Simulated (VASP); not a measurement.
# AlSn (P-6m2) in VASP: further runs

Aim: see how the results for AlSn move with the level of theory and the settings. Levels: LDA, PBEsol, RPBE. Tasks: single point.

Everything below comes from runs of VASP 6.6.1. Logs are shortened: lines on timing, memory, paths and dates and some standing lists are left out, and cuts for length are marked.

### Step 1. The cell of the first run

The structure is hexagonal, space group P-6m2 (No. 187). Conventional cell: a = 4.198 Å, b = 4.198 Å, c = 3.307 Å, α = 90.00°, β = 90.00°, γ = 120.00°. Sn (site symmetry -6m2) has 6 Al at 2.93 Å and 2 Sn at 3.31 Å within 3.9 Å. Al (site symmetry -6m2) has 6 Sn at 2.93 Å and 2 Al at 3.31 Å within 3.9 Å.

### Step 2. Single point, LDA

File INCAR:

```
SYSTEM = AlSn
PREC = Accurate
ENCUT = 520
EDIFF = 1E-7
ISMEAR = 0
SIGMA = 0.02
LREAL = .False.
LASPH = .True.
NELM = 80
ALGO = Normal
ISIF = 2
LWAVE = .False.
LCHARG = .False.
NBANDS = 16
```

File KPOINTS:

```
regular mesh
0
Gamma
  7 7 8
  0 0 0
```

File POSCAR:

```
AlSn
1.0
    4.1981056157      0.0000000000      0.0000000000
   -2.0990528078      3.6356661109      0.0000000000
    0.0000000000      0.0000000000      3.3068470000
Sn Al
1 1
Direct
    0.3333333333      0.6666666667      0.5000000000
    0.0000000000      0.0000000000      0.0000000000
```

Potentials or basis: VASP PAW LDA potentials, release 64 (Sn_d, Al).

On the command line:

```console
$ cat potpaw_LDA.64/Sn_d/POTCAR potpaw_LDA.64/Al/POTCAR > POTCAR
$ mpirun -np 1 vasp_std > vasp.out
```

OUTCAR:

```text
SYSTEM = AlSn
   PREC = Accurate
   ENCUT = 520
   EDIFF = 1E-7
   ISMEAR = 0
   LREAL = .False.
   LASPH = .True.
   NELM = 80
   ISIF = 2

 ion  position               nearest neighbor table
   1  0.333  0.667  0.500-   2 2.93   2 2.93   2 2.93   2 2.93   2 2.93   2 2.93
   2  0.000  0.000  0.000-   1 2.93   1 2.93   1 2.93   1 2.93   1 2.93   1 2.93

  LATTYP: Found a hexagonal cell.
 ALAT       =     4.1981056157
 C/A-ratio  =     0.7876998110

  Lattice vectors:

 A1 = (   4.1981056157,   0.0000000000,   0.0000000000)
 A2 = (  -2.0990528078,   3.6356661109,   0.0000000000)
 A3 = (   0.0000000000,   0.0000000000,   3.3068470000)

Analysis of symmetry for initial positions (statically):
=====================================================================
 Subroutine PRICEL returns:
 Original cell was already a primitive cell.

 Routine SETGRP: Setting up the symmetry group for a
 hexagonal supercell.

 Subroutine GETGRP returns: Found 12 space group operations
 (whereof 12 operations were pure point group operations)
 out of a pool of 24 trial point group operations.

The static configuration has the point symmetry D_3h.

Analysis of symmetry for dynamics (positions and initial velocities):
=====================================================================
 Subroutine PRICEL returns:
 Original cell was already a primitive cell.

 Routine SETGRP: Setting up the symmetry group for a
 hexagonal supercell.

 Subroutine GETGRP returns: Found 12 space group operations
 (whereof 12 operations were pure point group operations)
 out of a pool of 24 trial point group operations.

The dynamic configuration has the point symmetry D_3h.

 Subroutine INISYM returns: Found 12 space group operations
 (whereof 12 operations are pure point group operations),
 and found     1 'primitive' translations

----------------------------------------------------------------------------------------

                                     Primitive cell

  volume of cell :      50.4721

  direct lattice vectors                    reciprocal lattice vectors
     4.198105616  0.000000000  0.000000000     0.238202678  0.137526380  0.000000000
    -2.099052808  3.635666111  0.000000000     0.000000000  0.275052760  0.000000000
     0.000000000  0.000000000  3.306847000     0.000000000  0.000000000  0.302402863

  length of vectors
     4.198105616  4.198105616  3.306847000     0.275052760  0.275052760  0.302402863

  position of ions in fractional coordinates (direct lattice)
     0.333333333  0.666666667  0.500000000
     0.000000000  0.000000000  0.000000000

  ion indices of the primitive-cell ions
   primitive index   ion index
                 1           1
                 2           2

----------------------------------------------------------------------------------------

 KPOINTS: regular mesh

Automatic generation of k-mesh.
 Grid dimensions read from file:
 generate k-points for:    7    7    8

 Generating k-lattice:

  Cartesian coordinates                     Fractional coordinates (reciprocal lattice)
     0.034028954  0.019646626  0.000000000     0.142857143  0.000000000  0.000000000
     0.000000000  0.039293251  0.000000000     0.000000000  0.142857143  0.000000000
     0.000000000  0.000000000  0.037800358     0.000000000  0.000000000  0.125000000

  Length of vectors
     0.039293251  0.039293251  0.037800358

  Shift w.r.t. Gamma in fractional coordinates (k-lattice)
     0.000000000  0.000000000  0.000000000

 Subroutine IBZKPT returns following result:
 ===========================================

 Found     40 irreducible k-points:

 Following reciprocal coordinates:
            Coordinates               Weight
  0.000000  0.000000  0.000000      1.000000
  0.142857  0.000000  0.000000      6.000000
  0.285714  0.000000  0.000000      6.000000
  0.428571  0.000000  0.000000      6.000000
  0.142857  0.142857  0.000000      6.000000
  0.285714  0.142857  0.000000     12.000000
[... 16 lines left out ...]
  0.428571  0.142857  0.250000     12.000000
  0.285714  0.285714  0.250000     12.000000
 [... further k-points ...]
   k-points           NKPTS =     40   k-points in BZ     NKDIM =     40   number of bands    NBANDS=     16
   number of dos      NEDOS =    301   number of ions     NIONS =      2
   total plane-waves  NPLWV =  28672
   dimension x,y,z NGX =    32 NGY =   32 NGZ =   28
   dimension x,y,z NGXF=    64 NGYF=   64 NGZF=   56
   ions per type =               1   1
   NGX,Y,Z   is equivalent  to a cutoff of  12.67, 12.67, 14.08 a.u.
   NGXF,Y,Z  is equivalent  to a cutoff of  25.34, 25.34, 28.15 a.u.
 SYSTEM =  AlSn
   PREC   = accura    normal or accurate (medium, high low for compatibility)
   ISTART =      0    job   : 0-new  1-cont  2-samecut
   ICHARG =      2    charge: 1-file 2-atom 10-const
   ISPIN  =      1    spin polarized calculation?
   LNONCOLLINEAR =      F non collinear calculations
   LSORBIT =      F    spin-orbit coupling
   LASPH  =      T    aspherical Exc in radial PAW
   ENCUT  =  520.0 eV  38.22 Ry    6.18 a.u.   7.81  7.81  6.15*2*pi/ulx,y,z
   NELM   =     80;   NELMIN=  2; NELMDL= -5     # of ELM steps
   EDIFF  = 0.1E-06   stopping-criterion for ELM
   LREAL  =      F    real-space projection
   EDIFFG = 0.1E-05   stopping-criterion for IOM
   NSW    =      0    number of steps for IOM
   IBRION =     -1    ionic relax: 0-MD 1-quasi-New 2-CG
   NFREE  =      0    steps in history (QN), initial steepest desc. (CG)
   ISIF   =      2    stress and relaxation
   ISYM   =      2    0-nonsym 1-usesym 2-fastsym
   POTIM  = 0.5000    time-step for ionic-motion
   TEBEG  =    0.0;   TEEND  =   0.0 temperature during run
   PSTRESS=    0.0 pullay stress
   NELECT =      17.0000    total number of electrons
   NUPDOWN=      -1.0000    fix difference up-down
   EMIN   =  10.00;   EMAX   =-10.00  energy-range for DOS
   EFERMI =   0.00;   METHOD = LEGACY
   ISMEAR =     0;   SIGMA  =   0.02  broadening in eV -4-tet -1-fermi 0-gaus
   EFERMI_NEDOS =   21; number of points for ismear=-14 and -15
   IALGO  =     38    algorithm
   IMIX   =      4    mixing-type and parameters
     AMIX     =   0.40;   BMIX     =  1.00
     AMIX_MAG =   1.60;   BMIX_MAG =  1.00
  volume/ion in A,a.u.               =      25.24       170.30
  Fermi-wavevector in a.u.,A,eV,Ry     =   1.139044  2.152482 17.652500  1.297422
  Thomas-Fermi vector in A             =   2.275748
   LORBIT       =      0    0 simple, 1 ext, 2 COOP (PROOUT), +10 PAW based schemes
   GGA     = CA    functional components
   LHFCALC =     F    Hartree Fock is set to
   AEXX    =    0.0000 exact exchange contribution
   IVDW    =     0    specifies the selected vdW correction
   LEPSILON=     F    determine dielectric tensor
   LRPA    =     F    only Hartree local field effects (RPA)
 non-spin polarized calculation
 Gauss-broadening in eV      SIGMA  =   0.02
  energy-cutoff  :      520.00
  volume of cell :       50.47
 maximum number of plane-waves:      1374
 NGX is ok and might be reduce to    32
   NGX = 15   NGY = 15   NGZ = 13

 number of electron      16.9999999 magnetization

 Free energy of the ion-electron system (eV)
  ---------------------------------------------------
  ext. energy  EPLUGINS =         0.00000000
  ---------------------------------------------------
  free energy    TOTEN  =        -8.29978201 eV

  energy without entropy =       -8.29969030  energy(sigma->0) =       -8.29973616

 E-fermi :   6.1936     XC(G=0):  -9.7652

 val. band max:        6.0919178984   @ k =   0.2857   0.2857   0.2500
 cond. band min:       6.2031681442   @ k =   0.0000   0.0000   0.1250
 fundamental gap:      0.1112502458
 Fermi energy:         6.1936294330

 k-point     1 :       0.0000    0.0000    0.0000
  band No.  band energies     occupation
      1     -15.0769      2.00000
      2     -14.9726      2.00000
      3     -14.9726      2.00000
      4     -14.9511      2.00000
      5     -14.9511      2.00000
      6      -4.2686      2.00000
[... 8 lines left out ...]
     15      17.5652      0.00000
     16      19.0056      0.00000

 k-point     2 :       0.1429    0.0000    0.0000
  band No.  band energies     occupation
      1     -15.0753      2.00000
      2     -14.9730      2.00000
      3     -14.9688      2.00000
      4     -14.9523      2.00000
      5     -14.9514      2.00000
      6      -4.0591      2.00000
[... 8 lines left out ...]
     15      16.1911      0.00000
     16      18.5822      0.00000

 k-point     3 :       0.2857    0.0000    0.0000
  band No.  band energies     occupation
      1     -15.0718      2.00000
      2     -14.9740      2.00000
      3     -14.9604      2.00000
      4     -14.9550      2.00000
      5     -14.9521      2.00000
      6      -3.4568      2.00000
[... 8 lines left out ...]
     15      15.8004      0.00000
     16      17.6532      0.00000

 k-point     4 :       0.4286    0.0000    0.0000
  band No.  band energies     occupation
      1     -15.0692      2.00000
      2     -14.9747      2.00000
      3     -14.9572      2.00000
      4     -14.9535      2.00000
      5     -14.9527      2.00000
      6      -2.6538      2.00000
[... 8 lines left out ...]
     15      15.5469      0.00000
     16      17.2404      0.00000
[... 324 lines left out ...]
 k-point    22 :       0.2857    0.1429    0.2500
  band No.  band energies     occupation
      1     -14.9921      2.00000
      2     -14.9869      2.00000
      3     -14.9800      2.00000
      4     -14.9665      2.00000
      5     -14.9533      2.00000
      6      -2.0478      2.00000
[... 8 lines left out ...]
     15      16.6019      0.00000
     16      17.9842      0.00000

 k-point    23 :       0.4286    0.1429    0.2500
  band No.  band energies     occupation
      1     -14.9936      2.00000
      2     -14.9875      2.00000
      3     -14.9795      2.00000
      4     -14.9645      2.00000
      5     -14.9512      2.00000
      6      -1.4889      2.00000
[... 8 lines left out ...]
     15      16.6899      0.00000
     16      18.8127      0.00000

 k-point    24 :       0.2857    0.2857    0.2500
  band No.  band energies     occupation
      1     -14.9924      2.00000
      2     -14.9892      2.00000
      3     -14.9764      2.00000
      4     -14.9631      2.00000
      5     -14.9545      2.00000
      6      -1.3814      2.00000
[... 8 lines left out ...]
     15      18.3715      0.00000
     16      18.4122      0.00000

 [... further k-points ...]
[... 5 lines left out ...]
  --------------------------------------------------------------------------------------
  -------------------------------------------------------------------------------------
  Total       -0.9786131     -0.9786131     -0.8914644     -0.0000000      0.0000000     -0.0000000
  in kB      -31.0649131    -31.0649131    -28.2984812     -0.0000000      0.0000000     -0.0000000
  external PRESSURE =     -30.1427691 kB  Pullay stress =       0.0000000 kB

 VOLUME and BASIS-vectors are now :
 -----------------------------------------------------------------------------
  energy-cutoff  :      520.00
  volume of cell :       50.47
      direct lattice vectors                 reciprocal lattice vectors
     4.198105616  0.000000000  0.000000000     0.238202678  0.137526380  0.000000000
    -2.099052808  3.635666111  0.000000000     0.000000000  0.275052760  0.000000000
     0.000000000  0.000000000  3.306847000     0.000000000  0.000000000  0.302402863

 POSITION                                       TOTAL-FORCE (eV/Angst)
 -----------------------------------------------------------------------------------
     -0.00000      2.42378      1.65342         0.000000      0.000000      0.000000
      0.00000      0.00000      0.00000         0.000000     -0.000000      0.000000
 -----------------------------------------------------------------------------------
    total drift:                               -0.000000      0.000000     -0.000000

  FREE ENERGIE OF THE ION-ELECTRON SYSTEM (eV)
  ---------------------------------------------------
  free  energy   TOTEN  =        -8.2997820136 eV

  energy  without entropy=       -8.2996902985  energy(sigma->0) =       -8.29973616
```

It took 20 s on 1 thread of Intel Xeon Platinum 8488C (Sapphire Rapids), shared host; peak memory 0.16 GiB.

What came out:

```yaml
Free_energy: -8.2998 eV
Pressure: -3.0 GPa
Band_gap_on_the_k_mesh: zero (an odd number of electrons rules out a gap without spin polarisation)
```

Stress tensor (GPa, compression positive):
```
-3.11  0.00  0.00
 0.00 -3.11  0.00
 0.00  0.00 -2.83
```

Levels at points of the mesh, in eV from the Fermi level:
```csv
k point,band 6,band 7,band 8,band 9,band 10,band 11
"(0.00, 0.00, 0.00)",-10.46,-0.22,-0.22,0.60,2.56,3.15
"(0.00, 0.00, 0.50)",-7.47,-6.19,2.67,2.67,3.59,3.59
```

Caveat: the cell stands under tension; spin-orbit coupling is left out, which moves the levels of the heavy elements.

(Part 1 of 2 ends here.)
